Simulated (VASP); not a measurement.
Wanted: the native input for a VASP 6.6.1 run.

```
Task                   : single point
Functional             : LDA
Potentials or basis    : VASP PAW LDA potentials, release 64 (O, H, Na_pv, Cl)
Cutoff                 : 520 eV
k mesh                 : 1 × 1 × 1
Occupations            : fermi-dirac, width 0.02 eV
Spin                   : no spin polarisation
Dipole correction      : no
Further INCAR settings : LREAL = Auto; ALGO = Normal; EDIFF = 1e-06; NBANDS = 69
```

The structure of NaH20ClO10 lies in POSCAR:

```
NaH20ClO10
1.0
    6.2874070000      0.0000000000      0.0000000000
    0.0000000000      6.2874070000      0.0000000000
    0.0000000000      0.0000000000      6.2874070000
O H Na Cl
10 20 1 1
Direct
    0.2955431388      0.5962076258      0.3331421045
    0.9128087302      0.4343921111      0.7025948853
    0.7942861024      0.1478829031      0.5037211684
    0.4204594994     -0.0485891879      0.5330655388
    0.5008105885      0.8201155103      0.8977786868
    0.1466423281      0.1635809484      0.9943685847
    0.9331668842      0.5875236007      0.3288478064
    0.2558765482      0.5897184642      0.7303646797
    0.4644840075      0.2687912521      0.7349293596
    0.6503475916      0.8009343120      0.2328941009
    0.1228487356      0.5956668623      0.3292454266
    0.3250942718      0.4620505719      0.2640039049
    0.8807446377      0.5070770828      0.5491930139
    0.9087370994      0.2785249945      0.6496318753
    0.7817531138      0.1607817022      0.3529594951
    0.6464827233      0.1800901389      0.5657658237
    0.4017236358      0.0961127536      0.6111740500
    0.5681356400     -0.0608995091      0.4686192575
    0.4968980058      0.9040928955      0.7573233290
    0.3840374895      0.7039626988      0.8358930796
    0.2590097953      0.2176572950      0.8973810666
    0.0271017925      0.2343891528      0.9454772055
    0.8118450102      0.7158913046      0.2731173598
    0.8682275539      0.4848739711      0.2166552921
    0.2868432090      0.6161045404      0.5733206074
    0.0831980497      0.5002857299      0.7459354866
    0.3715681202      0.4131910023      0.7247502826
    0.5606444755      0.3018414427      0.8607841038
    0.5871895998      0.8332051671      0.0608995091
    0.5545529341      0.6865469342      0.2639243809
    0.2950659946      0.9455249199      0.2310014287
    0.6140528202      0.3515757768      0.1357316299
```

These files were run (other wordings do the same):

INCAR

```
PREC     = Accurate       # precision mode
ENCUT    = 520            # plane-wave cutoff, eV
EDIFF    = 1E-6           # SCF threshold, eV
ISMEAR   = -1             # smearing method
SIGMA    = 0.02           # smearing width, eV
LREAL    = Auto         
LASPH    = True           # aspherical terms in the spheres
NELM     = 80             # most SCF steps
ALGO     = Normal         # electronic algorithm
ISIF     = 2              # what is computed and relaxed
LWAVE    = False          # write WAVECAR
LCHARG   = False          # write CHGCAR
NBANDS   = 69             # bands
```

KPOINTS

```
regular mesh
0
Gamma
  1 1 1
```

Potentials or basis: VASP PAW LDA potentials, release 64 (O, H, Na_pv, Cl).

Run with:

```console
$ cat potpaw_LDA.64/O/POTCAR potpaw_LDA.64/H/POTCAR potpaw_LDA.64/Na_pv/POTCAR potpaw_LDA.64/Cl/POTCAR > POTCAR
$ mpirun -np 1 vasp_gam > vasp.out
```

It gave:

```json
{
  "Pressure": "9.3 GPa",
  "Largest force": "3.210 eV/Å",
  "Band gap on the k mesh": "4.76 eV"
}
```

Caveat: the k points lie up to 1.00 Å⁻¹ apart.

It took 27 s on 1 thread of Intel(R) Xeon(R) Platinum 8375C CPU @ 2.90GHz (Ice Lake), with other jobs on the host, peak memory 0.25 GiB.
